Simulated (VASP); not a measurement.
Input of a VASP 6.6.1 run:

Contents of INCAR:

```
PREC     = Accurate       # precision mode
ENCUT    = 520            # plane-wave cutoff, eV
EDIFF    = 1E-6           # SCF threshold, eV
ISMEAR   = 0              # smearing method
SIGMA    = 0.05           # smearing width, eV
LREAL    = F              # projectors in reciprocal space
LASPH    = T              # aspherical terms in the spheres
NELM     = 80             # most SCF steps
ALGO     = Normal         # electronic algorithm
ISIF     = 2              # what is computed and relaxed
LWAVE    = F              # write WAVECAR
LCHARG   = F              # write CHGCAR
GGA      = PE             # functional
NBANDS   = 18             # bands
```

Contents of KPOINTS:

```
regular mesh
0
Gamma
  8 8 8
```

The input POSCAR:

```
HfO2
1.0
    0.0000000000      2.4850856172      2.5488057612
    2.4850856172      0.0000000000      2.5488057612
    2.4850856172      2.4850856172      0.0000000000
Hf O
1 2
Direct
    0.0000000000      0.0000000000      0.0000000000
    0.2500000000      0.2500000000      0.2500000000
    0.7500000000      0.7500000000      0.7500000000
```

Potentials or basis: VASP PAW PBE potentials, release 64 (Hf_pv, O).

The run is started by

```bash
$ cat potpaw_PBE.64/Hf_pv/POTCAR potpaw_PBE.64/O/POTCAR > POTCAR
$ mpirun -np 1 vasp_std > vasp.out
```

Q: Predict the pressure.

A: 9.8 GPa.

Q: What does it give for the band gap on the k mesh?

A: 3.69 eV, indirect (least direct gap 3.76 eV).

Stress tensor (GPa, compression positive):
```
13.92  0.00  0.00
 0.00 13.92  0.00
 0.00  0.00  1.48
```

Caveat: the cell differs from its parent crystal (strain -0.025 along x and y, +0.000 along z); spin-orbit coupling is left out, which moves the levels of the heavy elements. A k mesh can miss the band edges.
